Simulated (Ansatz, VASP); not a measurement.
# SnSe2: VASP beside Ansatz

```xyz
3
Lattice="3.7973 0.0000 0.0000 -1.8987 3.2886 0.0000 0.0000 0.0000 7.1291" Properties=species:S:1:pos:R:3 pbc="T T T"
Sn    0.0000    0.0000    0.0000
Se    0.0000    2.1924    1.8902
Se    1.8987    1.0962    5.2390
```

Alike in both runs: task single point; functional PBE; dispersion D3(BJ); k mesh 12 × 12 × 6; occupations gaussian, width 0.03 eV; no spin polarisation.

|  | VASP | Ansatz |
| --- | --- | --- |
| version | VASP 6.6.1 | Ansatz 0.2.0 |
| potentials or method | VASP PAW PBE potentials, release 64 (Sn_d, Se), cutoff 500 eV | scalar-relativistic, plane waves, PAW |
| valence electrons in the cell | 26 | 46 |

Ansatz gave:

```
gap on the k mesh at the Fermi level (eV)                     : none
pressure (GPa)                                                : -6.5
traceless stress, the component that is largest in VASP (GPa) : -7.45
rms of the force components (eV/Å)                            : 0.825
```

Problem. What did VASP give for the same quantities?

Solution. gap on the k mesh at the Fermi level (eV): none; pressure (GPa): -6.5; traceless stress, the component that is largest in VASP (GPa): -7.43; rms of the force components (eV/Å): 0.822.

Atom by atom the forces differ by 0.003 eV/Å (rms over components). A gap of «none» marks a metal or a gap that the smearing closes. VASP's potentials hold 26 valence electrons a cell and Ansatz's 46, so a difference there can come from the potentials and not from the codes.
